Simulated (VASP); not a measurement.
# ZnO (Fm-3m) in VASP: a series of runs

ZnO is run at these levels: PBEsol; tasks: single point.

Everything below comes from runs of VASP 6.6.1. Logs are shortened: lines on timing, memory, paths and dates and some standing lists are left out, and cuts for length are marked.

## 1. The cell of the first run

Symmetry: Fm-3m, No. 225, cubic system. Conventional cell: a = 4.237 Å, b = 4.237 Å, c = 4.237 Å, α = 90.00°, β = 90.00°, γ = 90.00°. Zn (site symmetry m-3m) has 6 O at 2.12 Å within 2.8 Å. O (site symmetry m-3m) has 6 Zn at 2.12 Å within 2.8 Å.

## 2. Single point, PBEsol (Mg replaced by Zn, lengths x 0.945, strained)

The input, INCAR:

```
ALGO = Normal
EDIFF = 1E-7
ENCUT = 520
GGA = PS
ISIF = 2
ISMEAR = 0
LASPH = T
LCHARG = T
LELF = T
LREAL = F
LVHAR = T
LWAVE = F
NBANDS = 16
NELM = 60
PREC = Accurate
SIGMA = 0.02
```

The input, KPOINTS:

```
k-points
0
Gamma
  12 12 12
```

The input, POSCAR:

```
ZnO
1.0
    0.0000000000      2.1183190767      2.1183190767
    2.1183190767      0.0000000000      2.1183190767
    2.1183190767      2.1183190767      0.0000000000
Zn O
1 1
Direct
    0.0000000000      0.0000000000      0.0000000000
    0.5000000000      0.5000000000      0.5000000000
```

Potentials or basis: VASP PAW PBE potentials, release 64 (Zn, O).

On the command line:

```sh
$ cat potpaw_PBE.64/Zn/POTCAR potpaw_PBE.64/O/POTCAR > POTCAR
$ mpirun -np 1 vasp_std > vasp.out
```

OUTCAR:

```text
EDIFF = 1E-7
   ENCUT = 520
   GGA = PS
   ISIF = 2
   ISMEAR = 0
   LASPH = T
   LREAL = F
   NELM = 60
   PREC = Accurate

 ion  position               nearest neighbor table
   1  0.000  0.000  0.000-   2 2.12   2 2.12   2 2.12   2 2.12   2 2.12   2 2.12
   2  0.500  0.500  0.500-   1 2.12   1 2.12   1 2.12   1 2.12   1 2.12   1 2.12

  LATTYP: Found a face centered cubic cell.
 ALAT       =     4.2366381534

  Lattice vectors:

 A1 = (   0.0000000000,   2.1183190767,   2.1183190767)
 A2 = (   2.1183190767,   0.0000000000,   2.1183190767)
 A3 = (   2.1183190767,   2.1183190767,   0.0000000000)

Analysis of symmetry for initial positions (statically):
=====================================================================
 Subroutine PRICEL returns:
 Original cell was already a primitive cell.

 Routine SETGRP: Setting up the symmetry group for a
 face centered cubic supercell.

 Subroutine GETGRP returns: Found 48 space group operations
 (whereof 48 operations were pure point group operations)
 out of a pool of 48 trial point group operations.

The static configuration has the point symmetry O_h .

Analysis of symmetry for dynamics (positions and initial velocities):
=====================================================================
 Subroutine PRICEL returns:
 Original cell was already a primitive cell.

 Routine SETGRP: Setting up the symmetry group for a
 face centered cubic supercell.

 Subroutine GETGRP returns: Found 48 space group operations
 (whereof 48 operations were pure point group operations)
 out of a pool of 48 trial point group operations.

The dynamic configuration has the point symmetry O_h .

 Subroutine INISYM returns: Found 48 space group operations
 (whereof 48 operations are pure point group operations),
 and found     1 'primitive' translations

----------------------------------------------------------------------------------------

                                     Primitive cell

  volume of cell :      19.0110

  direct lattice vectors                    reciprocal lattice vectors
     0.000000000  2.118319077  2.118319077    -0.236036207  0.236036207  0.236036207
     2.118319077  0.000000000  2.118319077     0.236036207 -0.236036207  0.236036207
     2.118319077  2.118319077  0.000000000     0.236036207  0.236036207 -0.236036207

  length of vectors
     2.995755568  2.995755568  2.995755568     0.408826703  0.408826703  0.408826703

  position of ions in fractional coordinates (direct lattice)
     0.000000000  0.000000000  0.000000000
     0.500000000  0.500000000  0.500000000

  ion indices of the primitive-cell ions
   primitive index   ion index
                 1           1
                 2           2

----------------------------------------------------------------------------------------

 KPOINTS: k-points

Automatic generation of k-mesh.
 Grid dimensions read from file:
 generate k-points for:   12   12   12

 Generating k-lattice:

  Cartesian coordinates                     Fractional coordinates (reciprocal lattice)
    -0.019669684  0.019669684  0.019669684     0.083333333  0.000000000  0.000000000
     0.019669684 -0.019669684  0.019669684     0.000000000  0.083333333  0.000000000
     0.019669684  0.019669684 -0.019669684     0.000000000  0.000000000  0.083333333

  Length of vectors
     0.034068892  0.034068892  0.034068892

  Shift w.r.t. Gamma in fractional coordinates (k-lattice)
     0.000000000  0.000000000  0.000000000

 Subroutine IBZKPT returns following result:
 ===========================================

 Found     72 irreducible k-points:

 Following reciprocal coordinates:
            Coordinates               Weight
  0.000000  0.000000  0.000000      1.000000
  0.083333  0.000000  0.000000      8.000000
  0.166667  0.000000  0.000000      8.000000
  0.250000  0.000000  0.000000      8.000000
  0.333333  0.000000  0.000000      8.000000
  0.416667  0.000000  0.000000      8.000000
[... 16 lines left out ...]
  0.500000  0.166667  0.000000     24.000000
 -0.416667  0.166667  0.000000     24.000000
 [... further k-points ...]
   k-points           NKPTS =     72   k-points in BZ     NKDIM =     72   number of bands    NBANDS=     16
   number of dos      NEDOS =    301   number of ions     NIONS =      2
   total plane-waves  NPLWV =  13824
   dimension x,y,z NGX =    24 NGY =   24 NGZ =   24
   dimension x,y,z NGXF=    48 NGYF=   48 NGZF=   48
   ions per type =               1   1
   NGX,Y,Z   is equivalent  to a cutoff of  13.32, 13.32, 13.32 a.u.
   NGXF,Y,Z  is equivalent  to a cutoff of  26.64, 26.64, 26.64 a.u.
 SYSTEM =  unknown system
   PREC   = accura    normal or accurate (medium, high low for compatibility)
   ISTART =      0    job   : 0-new  1-cont  2-samecut
   ICHARG =      2    charge: 1-file 2-atom 10-const
   ISPIN  =      1    spin polarized calculation?
   LNONCOLLINEAR =      F non collinear calculations
   LSORBIT =      F    spin-orbit coupling
   LASPH  =      T    aspherical Exc in radial PAW
   ENCUT  =  520.0 eV  38.22 Ry    6.18 a.u.   5.57  5.57  5.57*2*pi/ulx,y,z
   NELM   =     60;   NELMIN=  2; NELMDL= -5     # of ELM steps
   EDIFF  = 0.1E-06   stopping-criterion for ELM
   LREAL  =      F    real-space projection
   EDIFFG = 0.1E-05   stopping-criterion for IOM
   NSW    =      0    number of steps for IOM
   IBRION =     -1    ionic relax: 0-MD 1-quasi-New 2-CG
   NFREE  =      0    steps in history (QN), initial steepest desc. (CG)
   ISIF   =      2    stress and relaxation
   ISYM   =      2    0-nonsym 1-usesym 2-fastsym
   POTIM  = 0.5000    time-step for ionic-motion
   TEBEG  =    0.0;   TEEND  =   0.0 temperature during run
   PSTRESS=    0.0 pullay stress
   NELECT =      18.0000    total number of electrons
   NUPDOWN=      -1.0000    fix difference up-down
   EMIN   =  10.00;   EMAX   =-10.00  energy-range for DOS
   EFERMI =   0.00;   METHOD = LEGACY
   ISMEAR =     0;   SIGMA  =   0.02  broadening in eV -4-tet -1-fermi 0-gaus
   EFERMI_NEDOS =   21; number of points for ismear=-14 and -15
   IALGO  =     38    algorithm
   IMIX   =      4    mixing-type and parameters
     AMIX     =   0.40;   BMIX     =  1.00
     AMIX_MAG =   1.60;   BMIX_MAG =  1.00
  volume/ion in A,a.u.               =       9.51        64.15
  Fermi-wavevector in a.u.,A,eV,Ry     =   1.607549  3.037828 35.160375  2.584215
  Thomas-Fermi vector in A             =   2.703560
   LORBIT       =      0    0 simple, 1 ext, 2 COOP (PROOUT), +10 PAW based schemes
   GGA     = PS    functional components
   LHFCALC =     F    Hartree Fock is set to
   AEXX    =    0.0000 exact exchange contribution
   IVDW    =     0    specifies the selected vdW correction
   LEPSILON=     F    determine dielectric tensor
   LRPA    =     F    only Hartree local field effects (RPA)
 non-spin polarized calculation
 Gauss-broadening in eV      SIGMA  =   0.02
  energy-cutoff  :      520.00
  volume of cell :       19.01
 maximum number of plane-waves:       532
 NGX is ok and might be reduce to    24
   NGX = 11   NGY = 11   NGZ = 11

 number of electron      17.9999992 magnetization

 Free energy of the ion-electron system (eV)
  ---------------------------------------------------
  ext. energy  EPLUGINS =         0.00000000
  ---------------------------------------------------
  free energy    TOTEN  =        -9.47706132 eV

  energy without entropy =       -9.47706132  energy(sigma->0) =       -9.47706132

 E-fermi :   3.0392     XC(G=0): -12.7184

 val. band max:        2.9174704667   @ k =   0.5000   0.0000   0.0000
 cond. band min:       3.8520824594   @ k =   0.0000   0.0000   0.0000
 fundamental gap:      0.9346119927
 Fermi energy:         3.0391698889

 k-point     1 :       0.0000    0.0000    0.0000
  band No.  band energies     occupation
      1     -15.9399      2.00000
      2      -2.0043      2.00000
      3      -2.0043      2.00000
      4      -2.0043      2.00000
      5      -1.7710      2.00000
      6      -1.7710      2.00000
[... 8 lines left out ...]
     15      22.6118      0.00000
     16      22.6118      0.00000

 k-point     2 :       0.0833    0.0000    0.0000
  band No.  band energies     occupation
      1     -15.8567      2.00000
      2      -2.0669      2.00000
      3      -2.0094      2.00000
      4      -2.0094      2.00000
      5      -1.8536      2.00000
      6      -1.8536      2.00000
[... 8 lines left out ...]
     15      22.5756      0.00000
     16      22.5756      0.00000

 k-point     3 :       0.1667    0.0000    0.0000
  band No.  band energies     occupation
      1     -15.6199      2.00000
      2      -2.3521      2.00000
      3      -2.2114      2.00000
      4      -2.2114      2.00000
      5      -1.8540      2.00000
      6      -1.8540      2.00000
[... 8 lines left out ...]
     15      23.0354      0.00000
     16      23.0354      0.00000

 k-point     4 :       0.2500    0.0000    0.0000
  band No.  band energies     occupation
      1     -15.2706      2.00000
      2      -3.0352      2.00000
      3      -2.5256      2.00000
      4      -2.5256      2.00000
      5      -1.7564      2.00000
      6      -1.7564      2.00000
[... 8 lines left out ...]
     15      24.0241      0.00000
     16      24.0241      0.00000

 k-point     5 :       0.3333    0.0000    0.0000
  band No.  band energies     occupation
      1     -14.8836      2.00000
      2      -3.8991      2.00000
      3      -2.8029      2.00000
      4      -2.8029      2.00000
      5      -1.6499      2.00000
      6      -1.6499      2.00000
[... 8 lines left out ...]
     15      25.3799      0.00000
     16      25.3799      0.00000

 k-point     6 :       0.4167    0.0000    0.0000
  band No.  band energies     occupation
      1     -14.5691      2.00000
      2      -4.5688      2.00000
      3      -2.9871      2.00000
      4      -2.9871      2.00000
      5      -1.5697      2.00000
      6      -1.5697      2.00000
[... 8 lines left out ...]
     15      26.8797      0.00000
     16      26.8797      0.00000

 k-point     7 :       0.5000    0.0000    0.0000
  band No.  band energies     occupation
      1     -14.4455      2.00000
      2      -4.8187      2.00000
      3      -3.0512      2.00000
      4      -3.0512      2.00000
      5      -1.5400      2.00000
      6      -1.5400      2.00000
[... 8 lines left out ...]
     15      27.7505      0.00000
     16      27.7505      0.00000

 k-point     8 :       0.0833    0.0833    0.0000
  band No.  band energies     occupation
      1     -15.8300      2.00000
      2      -2.0544      2.00000
      3      -2.0362      2.00000
      4      -2.0090      2.00000
      5      -2.0090      2.00000
      6      -1.7563      2.00000
[... 8 lines left out ...]
     15      23.7265      0.00000
     16      24.2213      0.00000

 k-point     9 :       0.1667    0.0833    0.0000
  band No.  band energies     occupation
      1     -15.6470      2.00000
      2      -2.4147      2.00000
      3      -2.1550      2.00000
      4      -2.0704      2.00000
      5      -1.9541      2.00000
      6      -1.7669      2.00000
[... 8 lines left out ...]
     15      23.8338      0.00000
     16      24.9129      0.00000
[... 172 lines left out ...]
 k-point    19 :       0.1667    0.1667    0.0000
  band No.  band energies     occupation
      1     -15.5276      2.00000
      2      -2.7269      2.00000
      3      -2.1235      2.00000
      4      -2.0006      2.00000
      5      -2.0006      2.00000
      6      -1.7161      2.00000
[... 8 lines left out ...]
     15      26.9520      0.00000
     16      26.9609      0.00000

 k-point    20 :       0.2500    0.1667    0.0000
  band No.  band energies     occupation
      1     -15.2831      2.00000
      2      -3.1045      2.00000
      3      -2.2682      2.00000
      4      -2.0869      2.00000
      5      -1.9421      2.00000
      6      -1.6724      2.00000
[... 8 lines left out ...]
     15      26.9002      0.00000
     16      27.4871      0.00000

 k-point    21 :       0.3333    0.1667    0.0000
  band No.  band energies     occupation
      1     -14.9622      2.00000
      2      -3.5118      2.00000
      3      -2.5622      2.00000
      4      -2.3346      2.00000
      5      -1.8484      2.00000
      6      -1.5894      2.00000
[... 8 lines left out ...]
     15      26.8863      0.00000
     16      27.9113      0.00000

 k-point    22 :       0.4167    0.1667    0.0000
  band No.  band energies     occupation
      1     -14.6428      2.00000
      2      -3.9423      2.00000
      3      -2.8626      2.00000
      4      -2.6086      2.00000
      5      -1.7373      2.00000
      6      -1.5259      2.00000
[... 8 lines left out ...]
     15      26.9573      0.00000
     16      28.5278      0.00000

 k-point    23 :       0.5000    0.1667    0.0000
  band No.  band energies     occupation
      1     -14.4232      2.00000
      2      -4.2829      2.00000
      3      -3.0053      2.00000
      4      -2.8229      2.00000
      5      -1.6293      2.00000
      6      -1.5137      2.00000
[... 8 lines left out ...]
     15      26.7298      0.00000
     16      28.3029      0.00000

 k-point    24 :      -0.4167    0.1667    0.0000
  band No.  band energies     occupation
      1     -14.3854      2.00000
      2      -4.3674      2.00000
      3      -2.9766      2.00000
      4      -2.9381      2.00000
      5      -1.5576      2.00000
      6      -1.5523      2.00000
[... 8 lines left out ...]
     15      26.1526      0.00000
     16      26.7491      0.00000

 [... further k-points ...]
[... 5 lines left out ...]
  --------------------------------------------------------------------------------------
  -------------------------------------------------------------------------------------
  Total        0.6244810      0.6244810      0.6244810     -0.0000000      0.0000000     -0.0000000
  in kB       52.6290709     52.6290709     52.6290709     -0.0000000      0.0000000     -0.0000000
  external PRESSURE =      52.6290709 kB  Pullay stress =       0.0000000 kB

 VOLUME and BASIS-vectors are now :
 -----------------------------------------------------------------------------
  energy-cutoff  :      520.00
  volume of cell :       19.01
      direct lattice vectors                 reciprocal lattice vectors
     0.000000000  2.118319077  2.118319077    -0.236036207  0.236036207  0.236036207
     2.118319077  0.000000000  2.118319077     0.236036207 -0.236036207  0.236036207
     2.118319077  2.118319077  0.000000000     0.236036207  0.236036207 -0.236036207

 POSITION                                       TOTAL-FORCE (eV/Angst)
 -----------------------------------------------------------------------------------
      0.00000      0.00000      0.00000         0.000000      0.000000      0.000000
      2.11832      2.11832      2.11832         0.000000      0.000000     -0.000000
 -----------------------------------------------------------------------------------
    total drift:                                0.000000     -0.000000     -0.000000

  FREE ENERGIE OF THE ION-ELECTRON SYSTEM (eV)
  ---------------------------------------------------
  free  energy   TOTEN  =        -9.4770613234 eV

  energy  without entropy=       -9.4770613234  energy(sigma->0) =       -9.47706132
```

Wall time 10 s (1 thread of Intel Xeon Platinum 8488C (Sapphire Rapids), shared host); peak memory 0.15 GiB.

What came out:

| Item | Value |
| --- | --- |
| Free energy | -9.4771 eV |
| Pressure | 5.3 GPa |
| Band gap on the k mesh | 0.93 eV, indirect (least direct gap 2.44 eV) |

Caveat: the cell differs from its parent crystal (Mg replaced by Zn, lengths x 0.945, strained); the PAW data sets were made with another functional, which shifts forces and pressure a little. A k mesh can miss the band edges.

## 3. Single point, PBEsol (Mg replaced by Zn, lengths x 0.945, strained)

The input, INCAR:

```
SYSTEM = ZnO
PREC = Accurate ; ENCUT = 520
EDIFF = 1E-6 ; ISMEAR = 0
SIGMA = 0.02 ; LREAL = .False.
LASPH = .True. ; NELM = 100
ALGO = Normal ; ISIF = 2
LWAVE = .False. ; LCHARG = .False.
GGA = PS ; NBANDS = 16
```

The input, KPOINTS:

```
regular mesh
0
Gamma
  12 12 12
  0 0 0
```

The input, POSCAR:

```
ZnO
1.0
    0.0000000000      2.1169471345      2.1169471345
    2.1169471345      0.0000000000      2.1169471345
    2.1169471345      2.1169471345      0.0000000000
Zn O
1 1
Direct
    0.0000000000      0.0000000000      0.0000000000
    0.5000000000      0.5000000000      0.5000000000
```

Potentials or basis: VASP PAW PBE potentials, release 64 (Zn, O).

On the command line:

```sh
$ cat potpaw_PBE.64/Zn/POTCAR potpaw_PBE.64/O/POTCAR > POTCAR
$ mpirun -np 1 vasp_std > vasp.out
```

Run time: 31 s. Hardware: 1 thread of AMD EPYC 7R13, shared host; peak memory 0.12 GiB.

The run converged. Its results:

```yaml
Free_energy: -9.4758 eV
Pressure: 5.7 GPa
Band_gap_on_the_k_mesh: 0.94 eV, indirect (least direct gap 2.46 eV)
```

Levels at points of the mesh, in eV from the valence-band top:
```csv
k point,band 5,band 6,band 7,band 8,band 9,band 10,band 11,band 12,band 13,band 14
"(0.00, 0.00, 0.00)",-4.69,-4.69,-1.52,-1.52,-1.52,0.94,17.99,17.99,17.99,18.17
"(0.50, 0.00, 0.00)",-4.46,-4.46,-3.65,0.00,0.00,5.31,9.30,12.82,12.82,19.44
"(0.50, 0.50, 0.00)",-4.34,-4.34,-3.98,-3.03,-3.03,4.24,10.75,11.14,15.60,15.60
```

Caveat: the cell differs from its parent crystal (Mg replaced by Zn, lengths x 0.945, strained); the PAW data sets were made with another functional, which shifts forces and pressure a little. A k mesh can miss the band edges.

## 4. Single point, PBEsol (Mg replaced by Zn, lengths x 0.945, strained)

The input, INCAR:

```
SYSTEM = ZnO
PREC = Accurate ; ENCUT = 910
EDIFF = 1E-6 ; ISMEAR = 0
SIGMA = 0.02 ; LREAL = .False.
LASPH = .True. ; NELM = 120
ALGO = Normal ; ISIF = 2
LWAVE = .False. ; LCHARG = .False.
GGA = PS ; NBANDS = 16
GGA_COMPAT = .False.
```

KPOINTS is that of step 3.

POSCAR is that of step 3.

Potentials or basis: VASP PAW PBE potentials, release 64 (Zn, O_h).

On the command line:

```sh
$ cat potpaw_PBE.64/Zn/POTCAR potpaw_PBE.64/O_h/POTCAR > POTCAR
$ mpirun -np 1 vasp_std > vasp.out
```

Run time: 33 s. Hardware: 1 thread of AMD EPYC 7R43 (Zen 3), shared host; peak memory 0.17 GiB.

It converged, with:

- Free energy: -9.4822 eV
- Pressure: 5.3 GPa
- Band gap on the k mesh: 0.95 eV, indirect (least direct gap 2.46 eV)

Levels at points of the mesh, in eV from the valence-band top:
```csv
k point,band 5,band 6,band 7,band 8,band 9,band 10,band 11,band 12,band 13,band 14
"(0.00, 0.00, 0.00)",-4.69,-4.69,-1.52,-1.52,-1.52,0.95,18.00,18.00,18.00,18.17
"(0.50, 0.00, 0.00)",-4.46,-4.46,-3.65,0.00,0.00,5.32,9.30,12.82,12.82,19.44
"(0.50, 0.50, 0.00)",-4.33,-4.33,-3.98,-3.03,-3.03,4.24,10.75,11.14,15.60,15.60
```

Caveat: the cell differs from its parent crystal (Mg replaced by Zn, lengths x 0.945, strained); the cutoff is under 1.25 times the usual one of these potentials, so pressure, stress and relaxed cells hold a basis-set (Pulay) error; the PAW data sets were made with another functional, which shifts forces and pressure a little. A k mesh can miss the band edges.

(Continued in part 2 of 2.)
